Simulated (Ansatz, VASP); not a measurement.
**N: VASP beside Ansatz**

INCAR

```
SYSTEM = N
ALGO     = Normal         ! electronic algorithm
EDIFF    = 1E-6           ! SCF threshold, eV
ENCUT    = 520            ! plane-wave cutoff, eV
GGA      = PS             ! functional
GGA_COMPAT= .False.      
ISIF     = 2              ! what is computed and relaxed
ISMEAR   = 0              ! smearing method
LASPH    = .True.         ! aspherical terms in the spheres
LCHARG   = .False.        ! write CHGCAR
LREAL    = .False.        ! projectors in reciprocal space
LWAVE    = .False.        ! write WAVECAR
NBANDS   = 12             ! bands
NELM     = 120            ! most SCF steps
NELMDL   = -8           
PREC     = Accurate       ! precision mode
SIGMA    = 0.01           ! smearing width, eV
```

KPOINTS

```
k-points
0
Gamma
  1 1 1
  0 0 0
```

POSCAR

```
N
1.0
   10.0000000000      0.0000000000      0.0000000000
    0.0000000000     10.5000000000      0.0000000000
    0.0000000000      0.0000000000     11.0000000000
N
2
Direct
    0.5000000000      0.5000000000      0.4500092983
    0.5000000000      0.5000000000      0.5499907017
```

Input for Ansatz:

```yaml
crystal:
  lattice:
    - [10.0, 0.0, 0.0]
    - [0.0, 10.5, 0.0]
    - [0.0, 0.0, 11.0]
  atoms:
    - { symbol: "N", position: [0.5, 0.5, 0.4500092982] }
    - { symbol: "N", position: [0.5, 0.5, 0.5499907018] }
basis:
  ecutwfc: 600.0
kpoints:
  mp_grid: { grid: [1, 1, 1] }
hamiltonian:
  xc: pbesol
  pseudopotentials: { kind: paw, azcp: { folder: soft_1 } }
scf:
  occupations: { method: gaussian, width: 0.01 }
output:
  forces: true
  stress: true
  eigenvalues: true
```

Alike in both runs: task single point; functional PBEsol; k mesh 1 × 1 × 1; occupations gaussian, width 0.01 eV; no spin polarisation.

```csv
,VASP,Ansatz
version,VASP 6.6.1,Ansatz 0.2.0
potentials or method,"VASP PAW PBE potentials, release 64 (N), cutoff 520 eV","scalar-relativistic, plane waves, PAW"
valence electrons in the cell,10,10
```

|  | VASP | Ansatz | Ansatz less VASP |
| --- | --- | --- | --- |
| gap on the k mesh at the Fermi level (eV) | 8.19 | 8.23 | +0.044 |
| rms of the force components (eV/Å) | 1.096 | 0.018 | -1.0778 |

VASP's potentials were made for PBE, not for PBEsol, and Ansatz warns of the same on its side. Atom by atom the forces differ by 1.113 eV/Å (rms over components). One of these differences is far larger than is usual between the two programs; its cause wasn't traced. The functional is the same, so the differences come from potentials, cutoffs and numerics.

Noted on VASP's run: the standard files for N, O and F lose accuracy on very short bonds.
